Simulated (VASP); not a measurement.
Here is a VASP 6.6.1 calculation.

Contents of INCAR:

```
SYSTEM = MnSb
PREC = Accurate
ENCUT = 520
EDIFF = 1E-6
ISMEAR = -1
SIGMA = 0.05
LREAL = .False.
LASPH = .True.
NELM = 150
ALGO = Normal
ISIF = 2
LWAVE = .False.
LCHARG = .False.
ISPIN = 2
MAGMOM = 0 0 4.5 4.5
LORBIT = 11
LMAXMIX = 4
GGA = PE
NBANDS = 30
```

File KPOINTS:

```
regular mesh
0
Gamma
  8 8 5
  0 0 0
```

The input POSCAR:

```
MnSb
1.0
    4.1400020900      0.0000000000      0.0000000000
   -2.0700010500      3.5853469800      0.0000000000
    0.0000000000      0.0000000000      5.7900000000
Sb Mn
2 2
Direct
    0.3333333300      0.6666666700      0.2500000000
    0.6666666700      0.3333333300      0.7500000000
    0.0000000000      0.0000000000      0.0000000000
    0.0000000000      0.0000000000      0.5000000000
```

Potentials or basis: VASP PAW PBE potentials, release 64 (Sb, Mn_pv).

Run with:

```bash
$ cat potpaw_PBE.64/Sb/POTCAR potpaw_PBE.64/Mn_pv/POTCAR > POTCAR
$ mpirun -np 1 vasp_std > vasp.out
```

(1) Predict the pressure.

(2) Estimate the net moment.

(3) What does it give for the site moments?

## Answers

(1) -2.9 GPa.

(2) 6.74 μB per cell.

(3) Sb -0.13; Mn +3.41 μB.
